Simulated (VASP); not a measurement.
A run of VASP 6.6.1:

The input INCAR:

```
SYSTEM = Pt
PREC = Accurate
ENCUT = 520
EDIFF = 1E-7
ISMEAR = -1
SIGMA = 0.05
LREAL = .False.
LASPH = .True.
NELM = 100
ALGO = Normal
ISIF = 2
LWAVE = .False.
LCHARG = .True.
GGA = PE
LELF = .True.
LVHAR = .True.
NBANDS = 11
```

File KPOINTS:

```
regular mesh
0
Gamma
  12 12 12
  0 0 0
```

File POSCAR:

```
Pt
1.0
   -1.5518799051      1.5518799051      1.5518799051
    1.5518799051     -1.5518799051      1.5518799051
    1.5518799051      1.5518799051     -1.5518799051
Pt
1
Direct
    0.0000000000      0.0000000000      0.0000000000
```

Potentials or basis: VASP PAW PBE potentials, release 64 (Pt).

Launch:

```bash
$ cat potpaw_PBE.64/Pt/POTCAR > POTCAR
$ mpirun -np 1 vasp_std > vasp.out
```

Hardware: 1 thread of AMD EPYC 7R13, on a shared host.

Q: How long does it take, and how much memory?

A: Run time: 23 s on 1 thread of AMD EPYC 7R13, with other jobs on the host, peak memory 0.1 GiB. Counts: scf iterations 12, k points 72.
